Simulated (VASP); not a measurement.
Wanted: the native input for a VASP 6.6.1 run.

| Item | Value |
| --- | --- |
| Task | single point |
| Functional | PBEsol |
| Potentials or basis | VASP PAW PBE potentials, release 64 (Cu, Pd) |
| Cutoff | 520 eV |
| k mesh | 9 × 9 × 9 |
| Occupations | fermi-dirac, width 0.05 eV |
| Spin | no spin polarisation |
| Dipole correction | no |
| Further INCAR settings | ALGO = Normal; EDIFF = 1e-06; NBANDS = 30 |

The structure of Cu3Pd lies in POSCAR:

```
Cu3Pd
1.0
    3.7220000000      0.0000000000      0.0000000000
    0.0000000000      3.7220000000      0.0000000000
    0.0000000000      0.0000000000      3.6475600000
Cu Pd
3 1
Direct
    0.0000000000      0.5000000000      0.5000000000
    0.5000000000      0.0000000000      0.5000000000
    0.5000000000      0.5000000000      0.0000000000
    0.0000000000      0.0000000000      0.0000000000
```

This cell differs from its parent crystal: zz strain of -2 %.

These files were run (other wordings do the same):

INCAR

```
PREC = Accurate
ENCUT = 520
EDIFF = 1E-6
ISMEAR = -1
SIGMA = 0.05
LREAL = F
LASPH = T
NELM = 60
ALGO = Normal
ISIF = 2
LWAVE = F
LCHARG = F
GGA = PS
NBANDS = 30
```

KPOINTS

```
Automatic mesh
0
Gamma
  9 9 9
```

Potentials or basis: VASP PAW PBE potentials, release 64 (Cu, Pd).

Run with:

```sh
$ cat potpaw_PBE.64/Cu/POTCAR potpaw_PBE.64/Pd/POTCAR > POTCAR
$ mpirun -np 1 vasp_std > vasp.out
```

It gave:

| Item | Value |
| --- | --- |
| Pressure | -5.1 GPa |

Caveat: the cell differs from its parent crystal (zz strain of -2 %); the PAW data sets were made with another functional, which shifts forces and pressure a little.

Wall time 97 s on 1 thread of Intel(R) Xeon(R) Platinum 8488C (Sapphire Rapids), with other jobs on the host, peak memory 0.22 GiB.
